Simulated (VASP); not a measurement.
# ScB2P3 (P-4m2) in VASP: single point with PBE

Aim: the single point of ScB2P3 with PBE.

Everything below comes from runs of VASP 6.6.1. Logs are shortened: lines on timing, memory, paths and dates and some standing lists are left out, and cuts for length are marked.

**1. The cell of the first run**

The structure is tetragonal, space group P-4m2 (No. 115). Conventional cell: a = 3.424 Å, b = 3.424 Å, c = 6.558 Å, α = 90.00°, β = 90.00°, γ = 90.00°. Within 3.2 Å of Sc (site symmetry -4m2) lie 8 P at 2.42 to 2.89 Å and 4 B at 2.77 Å. B (site symmetry 2mm) has 7 P at 2.05 to 2.77 Å and 2 Sc at 2.77 Å within 2.8 Å. P (site symmetry 2mm) has 5 B at 2.05 to 2.43 Å within 2.7 Å. Within 3.2 Å of P (site symmetry -4m2) lie 4 Sc at 2.42 Å and 4 B at 2.77 Å and 4 P at 2.89 Å.

The cell was generated, and may not be a known phase.

**2. Single point, PBE**

INCAR

```
PREC = Accurate
ENCUT = 500
EDIFF = 1E-6
ISMEAR = 0
SIGMA = 0.2
LREAL = F
LASPH = T
NELM = 120
ALGO = Normal
ISIF = 2
LWAVE = F
LCHARG = F
GGA = PE
NBANDS = 25
GGA_COMPAT = F
```

KPOINTS

```
Automatic mesh
0
Gamma
  5 5 2
```

POSCAR

```
ScB2P3
1.0
    3.4237795598      0.0000000000      0.0000000000
    0.0000000000      3.4237795598      0.0000000000
    0.0000000000      0.0000000000      6.5582256083
Sc B P
1 2 3
Direct
    0.5000000000      0.5000000000      0.0000000000
    0.5000000000      0.0000000000      0.6681874491
    0.0000000000      0.5000000000      0.3318125509
    0.5000000000      0.0000000000      0.3557945752
    0.0000000000      0.5000000000      0.6442054248
    0.0000000000      0.0000000000      0.0000000000
```

Potentials or basis: VASP PAW PBE potentials, release 64 (Sc_sv, B, P).

Command:

```bash
cat potpaw_PBE.64/Sc_sv/POTCAR potpaw_PBE.64/B/POTCAR potpaw_PBE.64/P/POTCAR > POTCAR
mpirun -np 1 vasp_std > vasp.out
```

OUTCAR:

```text
PREC = Accurate
   ENCUT = 500
   EDIFF = 1E-6
   ISMEAR = 0
   LREAL = F
   LASPH = T
   NELM = 120
   ISIF = 2
   GGA = PE

 ion  position               nearest neighbor table
   1  0.500  0.500  0.000-   6 2.42   6 2.42   6 2.42   6 2.42   3 2.77   3 2.77   2 2.77   2 2.77
                             5 2.89   5 2.89   4 2.89   4 2.89
   2  0.500  0.000  0.668-   4 2.05   5 2.43   5 2.43   5 2.43   5 2.43   1 2.77   1 2.77
   3  0.000  0.500  0.332-   5 2.05   4 2.43   4 2.43   4 2.43   4 2.43   1 2.77   1 2.77
   4  0.500  0.000  0.356-   2 2.05   3 2.43   3 2.43   3 2.43   3 2.43   1 2.89   6 2.89   6 2.89
                             1 2.89
   5  0.000  0.500  0.644-   3 2.05   2 2.43   2 2.43   2 2.43   2 2.43   6 2.89   1 2.89   6 2.89
                             1 2.89
   6  0.000  0.000  0.000-   1 2.42   1 2.42   1 2.42   1 2.42   5 2.89   5 2.89   4 2.89   4 2.89

  LATTYP: Found a simple tetragonal cell.
 ALAT       =     3.4237795598
 C/A-ratio  =     1.9154929498

  Lattice vectors:

 A1 = (   3.4237795598,   0.0000000000,   0.0000000000)
 A2 = (   0.0000000000,   3.4237795598,   0.0000000000)
 A3 = (   0.0000000000,   0.0000000000,   6.5582256083)

Analysis of symmetry for initial positions (statically):
=====================================================================
 Subroutine PRICEL returns:
 Original cell was already a primitive cell.

 Routine SETGRP: Setting up the symmetry group for a
 simple tetragonal supercell.

 Subroutine GETGRP returns: Found  8 space group operations
 (whereof  8 operations were pure point group operations)
 out of a pool of 16 trial point group operations.

The static configuration has the point symmetry D_2d.

Analysis of symmetry for dynamics (positions and initial velocities):
=====================================================================
 Subroutine PRICEL returns:
 Original cell was already a primitive cell.

 Routine SETGRP: Setting up the symmetry group for a
 simple tetragonal supercell.

 Subroutine GETGRP returns: Found  8 space group operations
 (whereof  8 operations were pure point group operations)
 out of a pool of 16 trial point group operations.

The dynamic configuration has the point symmetry D_2d.

 Subroutine INISYM returns: Found  8 space group operations
 (whereof  8 operations are pure point group operations),
 and found     1 'primitive' translations

----------------------------------------------------------------------------------------

                                     Primitive cell

  volume of cell :      76.8773

  direct lattice vectors                    reciprocal lattice vectors
     3.423779560  0.000000000  0.000000000     0.292074879  0.000000000  0.000000000
     0.000000000  3.423779560  0.000000000     0.000000000  0.292074879  0.000000000
     0.000000000  0.000000000  6.558225608     0.000000000  0.000000000  0.152480268

  length of vectors
     3.423779560  3.423779560  6.558225608     0.292074879  0.292074879  0.152480268

  position of ions in fractional coordinates (direct lattice)
     0.500000000  0.500000000  0.000000000
     0.500000000  0.000000000  0.668187449
     0.000000000  0.500000000  0.331812551
     0.500000000  0.000000000  0.355794575
     0.000000000  0.500000000  0.644205425
     0.000000000  0.000000000  0.000000000

  ion indices of the primitive-cell ions
   primitive index   ion index
                 1           1
                 2           2
                 3           3
                 4           4
                 5           5
                 6           6

----------------------------------------------------------------------------------------

 KPOINTS: Automatic mesh

Automatic generation of k-mesh.
 Grid dimensions read from file:
 generate k-points for:    5    5    2

 Generating k-lattice:

  Cartesian coordinates                     Fractional coordinates (reciprocal lattice)
     0.058414976  0.000000000  0.000000000     0.200000000  0.000000000  0.000000000
     0.000000000  0.058414976  0.000000000     0.000000000  0.200000000  0.000000000
     0.000000000  0.000000000  0.076240134     0.000000000  0.000000000  0.500000000

  Length of vectors
     0.058414976  0.058414976  0.076240134

  Shift w.r.t. Gamma in fractional coordinates (k-lattice)
     0.000000000  0.000000000  0.000000000

 Subroutine IBZKPT returns following result:
 ===========================================

 Found     12 irreducible k-points:

 Following reciprocal coordinates:
            Coordinates               Weight
  0.000000  0.000000  0.000000      1.000000
  0.200000  0.000000  0.000000      4.000000
  0.400000  0.000000  0.000000      4.000000
  0.200000  0.200000  0.000000      4.000000
  0.400000  0.200000  0.000000      8.000000
  0.400000  0.400000  0.000000      4.000000
  0.000000  0.000000  0.500000      1.000000
  0.200000  0.000000  0.500000      4.000000
  0.400000  0.000000  0.500000      4.000000
  0.200000  0.200000  0.500000      4.000000
  0.400000  0.200000  0.500000      8.000000
  0.400000  0.400000  0.500000      4.000000
   k-points           NKPTS =     12   k-points in BZ     NKDIM =     12   number of bands    NBANDS=     25
   number of dos      NEDOS =    301   number of ions     NIONS =      6
   total plane-waves  NPLWV =  37632
   dimension x,y,z NGX =    28 NGY =   28 NGZ =   48
   dimension x,y,z NGXF=    56 NGYF=   56 NGZF=   96
   ions per type =               1   2   3
   NGX,Y,Z   is equivalent  to a cutoff of  13.60, 13.60, 12.17 a.u.
   NGXF,Y,Z  is equivalent  to a cutoff of  27.19, 27.19, 24.34 a.u.
 SYSTEM =  unknown system
   PREC   = accura    normal or accurate (medium, high low for compatibility)
   ISTART =      0    job   : 0-new  1-cont  2-samecut
   ICHARG =      2    charge: 1-file 2-atom 10-const
   ISPIN  =      1    spin polarized calculation?
   LNONCOLLINEAR =      F non collinear calculations
   LSORBIT =      F    spin-orbit coupling
   LASPH  =      T    aspherical Exc in radial PAW
   ENCUT  =  500.0 eV  36.75 Ry    6.06 a.u.   6.24  6.24 11.96*2*pi/ulx,y,z
   NELM   =    120;   NELMIN=  2; NELMDL= -5     # of ELM steps
   EDIFF  = 0.1E-05   stopping-criterion for ELM
   LREAL  =      F    real-space projection
   EDIFFG = 0.1E-04   stopping-criterion for IOM
   NSW    =      0    number of steps for IOM
   IBRION =     -1    ionic relax: 0-MD 1-quasi-New 2-CG
   NFREE  =      0    steps in history (QN), initial steepest desc. (CG)
   ISIF   =      2    stress and relaxation
   ISYM   =      2    0-nonsym 1-usesym 2-fastsym
   POTIM  = 0.5000    time-step for ionic-motion
   TEBEG  =    0.0;   TEEND  =   0.0 temperature during run
   PSTRESS=    0.0 pullay stress
   NELECT =      32.0000    total number of electrons
   NUPDOWN=      -1.0000    fix difference up-down
   EMIN   =  10.00;   EMAX   =-10.00  energy-range for DOS
   EFERMI =   0.00;   METHOD = LEGACY
   ISMEAR =     0;   SIGMA  =   0.20  broadening in eV -4-tet -1-fermi 0-gaus
   EFERMI_NEDOS =   21; number of points for ismear=-14 and -15
   IALGO  =     38    algorithm
   IMIX   =      4    mixing-type and parameters
     AMIX     =   0.40;   BMIX     =  1.00
     AMIX_MAG =   1.60;   BMIX_MAG =  1.00
  volume/ion in A,a.u.               =      12.81        86.47
  Fermi-wavevector in a.u.,A,eV,Ry     =   1.222340  2.309888 20.328684  1.494116
  Thomas-Fermi vector in A             =   2.357491
   LORBIT       =      0    0 simple, 1 ext, 2 COOP (PROOUT), +10 PAW based schemes
   GGA     = PE    functional components
   LHFCALC =     F    Hartree Fock is set to
   AEXX    =    0.0000 exact exchange contribution
   IVDW    =     0    specifies the selected vdW correction
   LEPSILON=     F    determine dielectric tensor
   LRPA    =     F    only Hartree local field effects (RPA)
 non-spin polarized calculation
 Gauss-broadening in eV      SIGMA  =   0.20
  energy-cutoff  :      500.00
  volume of cell :       76.88
 maximum number of plane-waves:      1964
 NGX is ok and might be reduce to    28
   NGX = 13   NGY = 13   NGZ = 23

 number of electron      31.9999996 magnetization

 Free energy of the ion-electron system (eV)
  ---------------------------------------------------
  ext. energy  EPLUGINS =         0.00000000
  ---------------------------------------------------
  free energy    TOTEN  =       -33.50685394 eV

  energy without entropy =      -33.44778640  energy(sigma->0) =      -33.47732017

 E-fermi :   8.0140     XC(G=0): -11.4551

 val. band max:        7.9990062926   @ k =   0.0000   0.0000   0.0000
 cond. band min:       8.0597444870   @ k =   0.2000   0.2000   0.0000
 fundamental gap:      0.0607381944
 Fermi energy:         8.0140477120

 k-point     1 :       0.0000    0.0000    0.0000
  band No.  band energies     occupation
      1     -40.7287      2.00000
      2     -19.4857      2.00000
      3     -19.4284      2.00000
      4     -19.4284      2.00000
      5      -6.8265      2.00000
      6      -3.6210      2.00000
[... 17 lines left out ...]
     24      12.4839      0.00000
     25      12.7322      0.00000

 k-point     2 :       0.2000    0.0000    0.0000
  band No.  band energies     occupation
      1     -40.7232      2.00000
      2     -19.5114      2.00000
      3     -19.4768      2.00000
      4     -19.4194      2.00000
      5      -6.3751      2.00000
      6      -3.1860      2.00000
[... 17 lines left out ...]
     24      12.1645      0.00000
     25      12.4590      0.00000

 k-point     3 :       0.4000    0.0000    0.0000
  band No.  band energies     occupation
      1     -40.7142      2.00000
      2     -19.6424      2.00000
      3     -19.4623      2.00000
      4     -19.4048      2.00000
      5      -5.0946      2.00000
      6      -3.3223      2.00000
[... 216 lines left out ...]
 k-point    11 :       0.4000    0.2000    0.5000
  band No.  band energies     occupation
      1     -40.7091      2.00000
      2     -19.6235      2.00000
      3     -19.4772      2.00000
      4     -19.4545      2.00000
      5      -4.4478      2.00000
      6      -3.4541      2.00000
[... 17 lines left out ...]
     24      12.9797      0.00000
     25      13.2636      0.00000

 k-point    12 :       0.4000    0.4000    0.5000
  band No.  band energies     occupation
      1     -40.7009      2.00000
      2     -19.5954      2.00000
      3     -19.5893      2.00000
      4     -19.4415      2.00000
      5      -3.3528      2.00000
      6      -2.9354      2.00000
[... 17 lines left out ...]
     24      13.7817      0.00000
     25      14.3428      0.00000

------------------------ aborting loop because EDIFF is reached ----------------------------------------

  FORCE on cell =-STRESS in cart. coord.  units (eV):
  Direction    XX          YY          ZZ          XY          YZ          ZX
  --------------------------------------------------------------------------------------
  -------------------------------------------------------------------------------------
  Total       -0.0340141     -0.0340141      0.1220017      0.0000000     -0.0000000      0.0000000
  in kB       -0.7088775     -0.7088775      2.5426030      0.0000000     -0.0000000      0.0000000
  external PRESSURE =       0.3749493 kB  Pullay stress =       0.0000000 kB

 VOLUME and BASIS-vectors are now :
 -----------------------------------------------------------------------------
  energy-cutoff  :      500.00
  volume of cell :       76.88
      direct lattice vectors                 reciprocal lattice vectors
     3.423779560  0.000000000  0.000000000     0.292074879  0.000000000  0.000000000
     0.000000000  3.423779560  0.000000000     0.000000000  0.292074879  0.000000000
     0.000000000  0.000000000  6.558225608     0.000000000  0.000000000  0.152480268

 POSITION                                       TOTAL-FORCE (eV/Angst)
 -----------------------------------------------------------------------------------
      1.71189      1.71189      0.00000        -0.000000     -0.000000      0.000000
      1.71189      0.00000      4.38212         0.000000      0.000000      0.005929
      0.00000      1.71189      2.17610        -0.000000      0.000000     -0.005929
      1.71189      0.00000      2.33338        -0.000000      0.000000     -0.000208
      0.00000      1.71189      4.22484        -0.000000      0.000000      0.000208
      0.00000      0.00000      0.00000        -0.000000      0.000000      0.000000
 -----------------------------------------------------------------------------------
    total drift:                                0.000000      0.000000     -0.000000

  FREE ENERGIE OF THE ION-ELECTRON SYSTEM (eV)
  ---------------------------------------------------
  free  energy   TOTEN  =       -33.5068539372 eV

  energy  without entropy=      -33.4477864042  energy(sigma->0) =      -33.47732017
```

Wall time 41 s (1 thread of Intel Xeon 8259CL, shared host); peak memory 0.19 GiB.

Results:

```
Free energy            : -33.5069 eV
Pressure               : 0.0 GPa
Largest force          : 0.006 eV/Å
Band gap on the k mesh : zero (bands 16 and 17 overlap by 2.32 eV)
```

Forces on the atoms (eV/Å):
```
Sc   0.000  0.000  0.000
B    0.000  0.000  0.006
B    0.000  0.000 -0.006
P    0.000  0.000  0.000
P    0.000  0.000  0.000
P    0.000  0.000  0.000
```

Levels at points of the mesh, in eV from the Fermi level:
```csv
k point,band 14,band 15,band 16,band 17,band 18,band 19
"(0.00, 0.00, 0.00)",-1.68,-1.62,-0.69,-0.02,-0.02,1.65
"(0.00, 0.00, 0.50)",-2.01,1.05,1.11,1.11,1.12,1.65
```

Caveat: the k points lie up to 0.48 Å⁻¹ apart, too coarse for converged energies and pressures of a metal.

The gap in the log of VASP goes by the Fermi energy; the results here count the filled bands.